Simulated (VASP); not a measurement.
Input of a VASP 6.6.1 run:

The input INCAR:

```
SYSTEM = SiC
ALGO = Normal
EDIFF = 1E-6
ENCUT = 520
GGA = PE
ISIF = 2
ISMEAR = 0
LASPH = .True.
LCHARG = .True.
LELF = .True.
LREAL = .False.
LVHAR = .True.
LWAVE = .False.
NBANDS = 16
NELM = 60
PREC = Accurate
SIGMA = 0.01
```

The input KPOINTS:

```
k-points
0
Gamma
  12 12 4
  0 0 0
```

File POSCAR:

```
SiC
1.0
    3.1559316072      0.0000000000      0.0000000000
   -1.5779658036      2.7331126948      0.0000000000
    0.0000000000      0.0000000000      5.1791751473
Si C
2 2
Direct
    0.3333333333      0.6666666667      0.0000000000
    0.6666666667      0.3333333333      0.5000000000
    0.3333333333      0.6666666667      0.3850000000
    0.6666666667      0.3333333333      0.8850000000
```

Potentials or basis: VASP PAW PBE potentials, release 64 (Si, C).

The run is started by

```bash
$ cat potpaw_PBE.64/Si/POTCAR potpaw_PBE.64/C/POTCAR > POTCAR
$ mpirun -np 1 vasp_std > vasp.out
```

Problem. Predict the band gap on the k mesh.

Solution. 2.45 eV, indirect (least direct gap 3.92 eV).

Problem. What does it give for the pressure?

Solution. -11.4 GPa.

Forces in eV/Å, atoms in the order of the input:
```
Si   0.000  0.000  0.639
Si   0.000  0.000  0.639
C    0.000  0.000 -0.639
C    0.000  0.000 -0.639
```

A k mesh can miss the band edges.
